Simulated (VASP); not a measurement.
Crystal: AgCl.

```xyz
2
Lattice="0.0000 2.7732 2.7732 2.7732 0.0000 2.7732 2.7732 2.7732 0.0000" Properties=species:S:1:pos:R:3 pbc="T T T"
Ag    0.0000    0.0000    0.0000
Cl    2.7732    2.7732    2.7732
```

Program: VASP 6.6.1. Alike in all runs: task single point; potentials or basis VASP PAW PBE potentials, release 64 (Ag, Cl); no spin polarisation; cell as given; k mesh 4 × 4 × 4; cutoff (eV) 520; smearing gaussian 0.01 eV.

Task: Order these runs on this cell by their band gap on the k mesh, lowest first.
A. level HSE06; share of exact exchange 0.25; screening parameter 0.2079 1/Å
B. level PBE-based global hybrid with 15 % exact exchange; share of exact exchange 0.15
C. level PBE-based screened hybrid with 100 % exact exchange; share of exact exchange 1; screening parameter 0.1 1/Å

Result: B (2.23 eV), A (2.40 eV), C (8.79 eV).

Caveats: all runs use coarse meshes.

A k mesh can miss the band edges.
